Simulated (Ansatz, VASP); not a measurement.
# NiO in VASP and in Ansatz

```xyz
2
Lattice="0.0000 2.1089 2.1089 2.1089 0.0000 2.1089 2.1089 2.1089 0.0000" Properties=species:S:1:pos:R:3 pbc="T T T"
Ni    0.0000    0.0000    0.0000
O     2.1089    2.1089    2.1089
```

Alike in both runs: functional PBE; k mesh 8 × 8 × 8; occupations gaussian, width 0.1 eV; collinear spin.

Ansatz relaxed the structure, and its values are those at the end. VASP's run is a single point on that final structure, the one shown.

|  | VASP | Ansatz |
| --- | --- | --- |
| version | VASP 6.6.1 | Ansatz 0.2.0 |
| potentials or method | VASP PAW PBE potentials, release 64 (Ni, O), cutoff 520 eV | scalar-relativistic, plane waves, PAW |
| valence electrons in the cell | 16 | 24 |

Ansatz gave:

```
gap on the k mesh at the Fermi level (eV)                     : none
pressure (GPa)                                                : 0.3
net moment per atom (μB)                                      : 0.93
size of the moment on the site where the two differ most (μB) : 0.31
```

Problem. Estimate VASP's values.

Solution. gap on the k mesh at the Fermi level (eV): none; pressure (GPa): 0.0; net moment per atom (μB): 0.92; size of the moment on the site where the two differ most (μB): 0.29.

Site moments also hang on the region over which each program counts them. A gap of «none» marks a metal or a gap that the smearing closes. With one functional, cell and mesh, what is left measures potentials, basis and numerics. VASP's potentials hold 16 valence electrons a cell and Ansatz's 24, so a difference there can come from the potentials and not from the codes.
